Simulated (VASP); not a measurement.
Input of a VASP 6.6.1 run:

The input INCAR:

```
SYSTEM = V
ALGO = Normal
EDIFF = 1E-7
ENCUT = 520
GGA = CA
ISIF = 2
ISMEAR = -1
LASPH = .True.
LCHARG = .True.
LELF = .True.
LREAL = .False.
LVHAR = .True.
LWAVE = .False.
NBANDS = 20
NELM = 80
PREC = Accurate
SIGMA = 0.1
```

File KPOINTS:

```
k-points
0
Gamma
  17 17 17
  0 0 0
```

Contents of POSCAR:

```
V
1.0
    0.0000000000      2.4809741813      2.4809741813
    2.4809741813      0.0000000000      2.4809741813
    2.4809741813      2.4809741813      0.0000000000
V
2
Direct
    0.1250000000      0.1250000000      0.1250000000
    0.8750000000      0.8750000000      0.8750000000
```

Potentials or basis: VASP PAW LDA potentials, release 64 (V_sv).

The run is started by

```sh
$ cat potpaw_LDA.64/V_sv/POTCAR > POTCAR
$ mpirun -np 1 vasp_std > vasp.out
```

Question: Estimate the pressure.

Answer: 9.4 GPa.

Question: What does it give for the band gap on the k mesh?

Answer: Zero (bands 13 and 14 overlap by 1.63 eV).

Caveat: the cell stands under pressure.
